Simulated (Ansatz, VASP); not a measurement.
# MgTe in VASP and in Ansatz

The input INCAR:

```
PREC = Accurate
ENCUT = 520
EDIFF = 1E-6
ISMEAR = 0
SIGMA = 0.05
LREAL = F
LASPH = T
NELM = 100
ALGO = Normal
ISIF = 2
LWAVE = F
LCHARG = F
LDIPOL = T
IDIPOL = 3
DIPOL = 0.5 0.5 0.500
GGA = PS
IBRION = 2
NSW = 80
EDIFFG = -0.02
```

The input KPOINTS:

```
regular mesh
0
Gamma
  6 6 1
```

Contents of POSCAR:

```
MgTe
1.0
    4.5606125678      0.0000000000      0.0000000000
   -2.2803062839      3.9496063405      0.0000000000
    0.0000000000      0.0000000000     27.0321464787
Te Mg
4 4
Direct
    0.3333333333      0.6666666667      0.2774474460
    0.6666666667      0.3333333333      0.4145523938
    0.3333333333      0.6666666667      0.5516573415
    0.6666666667      0.3333333333      0.6887622893
    0.6666666667      0.3333333333      0.3112377107
    0.3333333333      0.6666666667      0.4483426585
    0.6666666667      0.3333333333      0.5854476062
    0.3333333333      0.6666666667      0.7225525540
```

Input for Ansatz:

```yaml
crystal:
  lattice:
    - [4.5606125678, 0.0, 0.0]
    - [-2.2803062839, 3.9496063405, 0.0]
    - [0.0, 0.0, 27.0321464787]
  atoms:
    - { symbol: Te, position: [0.3333333333, 0.6666666667, 0.277447446] }
    - { symbol: Mg, position: [0.6666666667, 0.3333333333, 0.3112377107] }
    - { symbol: Te, position: [0.6666666667, 0.3333333333, 0.4145523938] }
    - { symbol: Mg, position: [0.3333333333, 0.6666666667, 0.4483426585] }
    - { symbol: Te, position: [0.3333333333, 0.6666666667, 0.5516573415] }
    - { symbol: Mg, position: [0.6666666667, 0.3333333333, 0.5854476062] }
    - { symbol: Te, position: [0.6666666667, 0.3333333333, 0.6887622893] }
    - { symbol: Mg, position: [0.3333333333, 0.6666666667, 0.722552554] }
basis:
  ecutwfc: 420
kpoints:
  mp_grid: { grid: [6, 6, 1] }
hamiltonian:
  xc: pbesol
scf:
  occupations: { method: gaussian, width: 0.05 }
output:
  forces: true
  eigenvalues: true
  write_density: true
  write_potential: true
  elf: true
  volumetric_format: npy
relax:
  adjacent_minimum: "off"
  f_tol: 0.02
  max_steps: 60
efield:
  axis: 3
  dipole_correction: true
  ramp_width: 0.04
```

Alike in both runs: task relaxation of the atoms; functional PBEsol; k mesh 6 × 6 × 1; occupations gaussian, width 0.05 eV; no spin polarisation.

|  | VASP | Ansatz |
| --- | --- | --- |
| version | VASP 6.6.1 | Ansatz 0.2.0 |
| potentials or method | VASP PAW PBE potentials, release 64 (Te, Mg), cutoff 520 eV | scalar-relativistic, plane waves, PAW |
| valence electrons in the cell | 32 | 104 |

Ansatz gave:

```
gap on the k mesh at the Fermi level, each at its own relaxed structure (eV) : 2.74
```

Problem. Estimate VASP's values.

Solution. gap on the k mesh at the Fermi level, each at its own relaxed structure (eV): 2.73.

VASP's potentials were made for PBE, not for PBEsol. VASP's potentials hold 32 valence electrons a cell and Ansatz's 104, so a difference there can come from the potentials and not from the codes.

Spin-orbit coupling is off throughout.
